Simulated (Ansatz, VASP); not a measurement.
**Two plane-wave programs on SiH2Cl2**

```
Cl Si H
1.0
    14.41968    0.00000    0.00000
     0.00000   14.50000    0.00000
     0.00000    0.00000   15.00000
Cl Si H
2 1 2
Direct
  0.38142 0.57399 0.49394
  0.61858 0.56921 0.49303
  0.49645 0.48941 0.49599
  0.49650 0.43542 0.57888
  0.49521 0.42601 0.42112
```

Alike in both runs: task relaxation of the atoms; functional PBE; dispersion D3(BJ); k mesh 1 × 1 × 1; occupations gaussian, width 0.005 eV; no spin polarisation.

```csv
,VASP,Ansatz
version,VASP 6.6.1,Ansatz 0.2.0
potentials or method,"VASP PAW PBE potentials, release 64 (Cl, Si, H), cutoff 520 eV","scalar-relativistic, plane waves, PAW"
valence electrons in the cell,20,20
```

```csv
,VASP,Ansatz,Ansatz less VASP
"gap on the k mesh at the Fermi level, each at its own relaxed structure (eV)",6.54,6.49,-0.045
```
